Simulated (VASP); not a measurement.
Input of a VASP 6.6.1 run:

The input INCAR:

```
  PREC = Accurate
  ENCUT = 600
  EDIFF = 1E-6
  ISMEAR = 0
  SIGMA = 0.01
  LREAL = False
  LASPH = True
  NELM = 100
  ALGO = Normal
  ISIF = 3
  LWAVE = False
  LCHARG = False
  GGA = PS
  IBRION = 2
  NSW = 80
  EDIFFG = -0.002
```

File KPOINTS:

```
regular mesh
0
Gamma
  6 6 6
```

POSCAR

```
Si3N4
1.0
    0.0000000000      3.8382500000      3.8382500000
    3.8382500000      0.0000000000      3.8382500000
    3.8382500000      3.8382500000      0.0000000000
Si N
6 8
Direct
    0.6250000000      0.6250000000      0.6250000000
    0.1250000000      0.6250000000      0.6250000000
    0.6250000000      0.6250000000      0.1250000000
    0.6250000000      0.1250000000      0.6250000000
    0.0000000000      0.0000000000      0.0000000000
    0.2500000000      0.2500000000      0.2500000000
    0.3824000000      0.3824000000      0.3824000000
    0.3972000000      0.8676000000      0.8676000000
    0.3824000000      0.3824000000      0.8528000000
    0.8676000000      0.3972000000      0.8676000000
    0.8528000000      0.3824000000      0.3824000000
    0.8676000000      0.8676000000      0.8676000000
    0.3824000000      0.8528000000      0.3824000000
    0.8676000000      0.8676000000      0.3972000000
```

Potentials or basis: VASP PAW PBE potentials, release 64 (Si, N).

Command:

```bash
$ cat potpaw_PBE.64/Si/POTCAR potpaw_PBE.64/N/POTCAR > POTCAR
$ mpirun -np 1 vasp_std > vasp.out
```

(1) Estimate the relaxed volume.

(2) Estimate the space group after relaxing (to 0.1 Å).

Results:

(1) 8.30 Å³/atom.

(2) Fd-3m (No. 227).

Caveat: the PAW data sets were made with another functional, which shifts forces and pressure a little.
